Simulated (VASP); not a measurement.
# AlNi (P1) in VASP: single point with LDA

Aim: the single point of AlNi with LDA.

All numbers are computed with VASP 6.6.1; they aren't measurements. Logs are shortened: lines on timing, memory, paths and dates and some standing lists are left out, and cuts for length are marked.

## (1) The cell of the first run

The typed cell holds 2 atoms: a = 2.875 Å, b = 2.994 Å, c = 2.879 Å, α = 91.97°, β = 89.92°, γ = 92.26°.

## (2) Single point, LDA, collinear spin, ferromagnetic start

INCAR

```
  PREC = Accurate
  ENCUT = 520
  EDIFF = 1E-7
  ISMEAR = -1
  SIGMA = 0.1
  LREAL = False
  LASPH = True
  NELM = 150
  ALGO = Normal
  ISIF = 2
  LWAVE = False
  LCHARG = False
  ISPIN = 2
  MAGMOM = 0 1
  LORBIT = 11
  LMAXMIX = 4
  GGA = CA
  NBANDS = 18
```

KPOINTS

```
regular mesh
0
Gamma
  7 7 7
```

POSCAR

```
AlNi
1.0
    2.8739540188     -0.0579362398      0.0015625957
   -0.0579362398      2.9926411739     -0.0505038937
    0.0015625957     -0.0505038937      2.8787019057
Al Ni
1 1
Direct
    0.9977500000      0.0111100000      0.9934100000
    0.4982900000      0.4937100000      0.5033000000
```

Potentials or basis: VASP PAW LDA potentials, release 64 (Al, Ni).

Launch:

```bash
$ cat potpaw_LDA.64/Al/POTCAR potpaw_LDA.64/Ni/POTCAR > POTCAR
$ mpirun -np 1 vasp_std > vasp.out
```

OUTCAR:

```text
PREC = Accurate
   ENCUT = 520
   EDIFF = 1E-7
   ISMEAR = -1
   LREAL = False
   LASPH = True
   NELM = 150
   ISIF = 2
   ISPIN = 2
   LORBIT = 11
   GGA = CA

 ion  position               nearest neighbor table
   1  0.998  0.011  0.993-   2 2.45   2 2.47   2 2.48   2 2.51   2 2.54   2 2.55   2 2.57   2 2.64

   2  0.498  0.494  0.503-   1 2.45   1 2.47   1 2.48   1 2.51   1 2.54   1 2.55   1 2.57   1 2.64

  LATTYP: Found a triclinic cell.
 ALAT       =     2.8745383545
 B/A-ratio  =     1.4143280932
 C/A-ratio  =     1.8013182881
 COS(alpha) =     0.0008001525
 COS(beta)  =     0.5787902523
 COS(gamma) =     0.7060299655

  Lattice vectors:

 A1 = (  -2.8739540188,   0.0579362398,  -0.0015625957)
 A2 = (  -2.8723914231,   0.0074323461,   2.8771393100)
 A3 = (  -2.9334528543,   3.1010813074,  -2.9307683951)

Analysis of symmetry for initial positions (statically):
=====================================================================
 Subroutine PRICEL returns:
 Original cell was already a primitive cell.

 Routine SETGRP: Setting up the symmetry group for a
 triclinic supercell.

 Subroutine GETGRP returns: Found  1 space group operations
 (whereof  1 operations were pure point group operations)
 out of a pool of  2 trial point group operations.

The static configuration has the point symmetry C_1 .

Analysis of symmetry for dynamics (positions and initial velocities):
=====================================================================
 Subroutine PRICEL returns:
 Original cell was already a primitive cell.

 Routine SETGRP: Setting up the symmetry group for a
 triclinic supercell.

 Subroutine GETGRP returns: Found  1 space group operations
 (whereof  1 operations were pure point group operations)
 out of a pool of  2 trial point group operations.

The dynamic configuration has the point symmetry C_1 .

Analysis of structural, dynamic, and magnetic symmetry:
=====================================================================
 Subroutine PRICEL returns:
 Original cell was already a primitive cell.

 Routine SETGRP: Setting up the symmetry group for a
 triclinic supercell.

[... 119 lines left out ...]
   ISMEAR =    -1;   SIGMA  =   0.10  broadening in eV -4-tet -1-fermi 0-gaus
   EFERMI_NEDOS =   21; number of points for ismear=-14 and -15
   IALGO  =     38    algorithm
   IMIX   =      4    mixing-type and parameters
     AMIX     =   0.40;   BMIX     =  1.00
     AMIX_MAG =   1.60;   BMIX_MAG =  1.00
  volume/ion in A,a.u.               =      12.37        83.48
  Fermi-wavevector in a.u.,A,eV,Ry     =   1.321027  2.496379 23.743686  1.745112
  Thomas-Fermi vector in A             =   2.450810
   LORBIT       =     11    0 simple, 1 ext, 2 COOP (PROOUT), +10 PAW based schemes
   GGA     = CA    functional components
   LHFCALC =     F    Hartree Fock is set to
   AEXX    =    0.0000 exact exchange contribution
   IVDW    =     0    specifies the selected vdW correction
   LEPSILON=     F    determine dielectric tensor
   LRPA    =     F    only Hartree local field effects (RPA)
 spin polarized calculation
  energy-cutoff  :      520.00
  volume of cell :       24.74
 maximum number of plane-waves:       681
 NGX is ok and might be reduce to    24
   NGX = 11   NGY = 11   NGZ = 11

 number of electron      13.0000006 magnetization      -0.0011879

 number of electron      13.0000006 magnetization       0.0002717

 Free energy of the ion-electron system (eV)
  ---------------------------------------------------
  ext. energy  EPLUGINS =         0.00000000
  ---------------------------------------------------
  free energy    TOTEN  =       -12.10281915 eV

  energy without entropy =      -12.08294951  energy(sigma->0) =      -12.09288433

 E-fermi :   9.4070     XC(G=0): -12.1328

 val. band max:        9.2940378505   @ k =  -0.2857   0.4286   0.2857
 cond. band min:       9.4113624309   @ k =  -0.2857   0.2857   0.4286
 fundamental gap:      0.1173245804
 Fermi energy:         9.4070123955

 spin component 1

 k-point     1 :       0.0000    0.0000    0.0000
  band No.  band energies     occupation
      1      -1.5320      1.00000
      2       6.2090      1.00000
      3       6.2442      1.00000
      4       7.7457      1.00000
      5       7.7764      1.00000
      6       7.9213      1.00000
[... 493 lines left out ...]
     17      30.9560      0.00000
     18      33.6491      0.00000

 [... further k-points ...]

 spin component 2

 k-point     1 :       0.0000    0.0000    0.0000
  band No.  band energies     occupation
      1      -1.5320      1.00000
      2       6.2092      1.00000
      3       6.2444      1.00000
      4       7.7458      1.00000
      5       7.7765      1.00000
      6       7.9214      1.00000
[... 493 lines left out ...]
     17      30.9560      0.00000
     18      33.6491      0.00000

 [... further k-points ...]

------------------------ aborting loop because EDIFF is reached ----------------------------------------

  FORCE on cell =-STRESS in cart. coord.  units (eV):
  Direction    XX          YY          ZZ          XY          YZ          ZX
  --------------------------------------------------------------------------------------
  -------------------------------------------------------------------------------------
  Total       -1.7199793     -2.1849069     -1.7536734      0.5871801      0.4817495      0.0754590
  in kB     -111.3783544   -141.4850364   -113.5602343     38.0232188     31.1959924      4.8863943
  external PRESSURE =    -122.1412083 kB  Pullay stress =       0.0000000 kB

 VOLUME and BASIS-vectors are now :
 -----------------------------------------------------------------------------
  energy-cutoff  :      520.00
  volume of cell :       24.74
      direct lattice vectors                 reciprocal lattice vectors
     2.873954019 -0.057936240  0.001562596     0.348088542  0.006737650 -0.000070742
    -0.057936240  2.992641174 -0.050503894     0.006737650  0.334382369  0.005862741
     0.001562596 -0.050503894  2.878701906    -0.000070742  0.005862741  0.347481690

 POSITION                                       TOTAL-FORCE (eV/Angst)
 -----------------------------------------------------------------------------------
      2.86840     -0.07473      2.86073        -0.036112     -0.212420      0.090681
      1.40425      1.42321      1.42470         0.036112      0.212420     -0.090681
 -----------------------------------------------------------------------------------
    total drift:                                0.000077     -0.000165     -0.000387

  FREE ENERGIE OF THE ION-ELECTRON SYSTEM (eV)
  ---------------------------------------------------
  free  energy   TOTEN  =       -12.1028191460 eV

  energy  without entropy=      -12.0829495124  energy(sigma->0) =      -12.09288433

 total charge

# of ion       s       p       d       tot
------------------------------------------
    1        0.389   0.404   0.000   0.792
    2        0.470   0.486   8.485   9.441
--------------------------------------------------
tot          0.859   0.889   8.485  10.233

 magnetization (x)

# of ion       s       p       d       tot
------------------------------------------
    1       -0.000  -0.000   0.000  -0.000
    2        0.000  -0.000   0.000   0.000
--------------------------------------------------
tot          0.000  -0.000   0.000   0.000
```

OSZICAR:

```text
N       E                     dE             d eps       ncg     rms          rms(c)
DAV:   1     0.438771281253E+02    0.43877E+02   -0.53277E+03 12816   0.788E+02
DAV:   2    -0.106688905625E+02   -0.54546E+02   -0.47844E+02 13150   0.161E+02
DAV:   3    -0.133700414780E+02   -0.27012E+01   -0.26362E+01 14786   0.369E+01
DAV:   4    -0.134025656860E+02   -0.32524E-01   -0.32495E-01 14366   0.360E+00
DAV:   5    -0.134031666394E+02   -0.60095E-03   -0.60091E-03 14284   0.537E-01    0.121E+01
DAV:   6    -0.156649075552E+02   -0.22617E+01   -0.41830E+01 14018   0.751E+01    0.164E+01
DAV:   7    -0.121421180229E+02    0.35228E+01   -0.12544E+01 14176   0.446E+01    0.167E+00
DAV:   8    -0.121183739580E+02    0.23744E-01   -0.33776E-01 16514   0.544E+00    0.103E+00
DAV:   9    -0.121030664048E+02    0.15308E-01   -0.38200E-02 16068   0.198E+00    0.439E-01
DAV:  10    -0.121029841350E+02    0.82270E-04   -0.10644E-03 18184   0.299E-01    0.160E-01
DAV:  11    -0.121028117109E+02    0.17242E-03   -0.22048E-04 15034   0.118E-01    0.709E-02
DAV:  12    -0.121028249020E+02   -0.13191E-04   -0.62157E-05 17618   0.694E-02    0.399E-02
DAV:  13    -0.121028192232E+02    0.56788E-05   -0.20104E-05 16178   0.526E-02    0.649E-03
DAV:  14    -0.121028191460E+02    0.77219E-07   -0.51726E-07 14968   0.566E-03
   1 F= -.12102819E+02 E0= -.12092884E+02  d E =-.198696E-01  mag=    -0.0001
```

Run time: 2.6 min. Hardware: 1 thread of Intel Xeon 8259CL, shared host; peak memory 0.22 GiB.

Results:

```
Free energy                                           : -12.1028 eV
Pressure                                              : -12.2 GPa
Largest force                                         : 0.234 eV/Å
Net moment                                            : 0.00 μB per cell
Valence electrons inside the program's atomic spheres : Al 0.79; Ni 9.44
```

Forces on the atoms (eV/Å):
```
Al  -0.036 -0.212  0.091
Ni   0.036  0.212 -0.091
```

Stress tensor (GPa, compression positive):
```
-11.14   3.80   0.49
  3.80 -14.15   3.12
  0.49   3.12 -11.36
```

Caveat: the cell stands under tension.
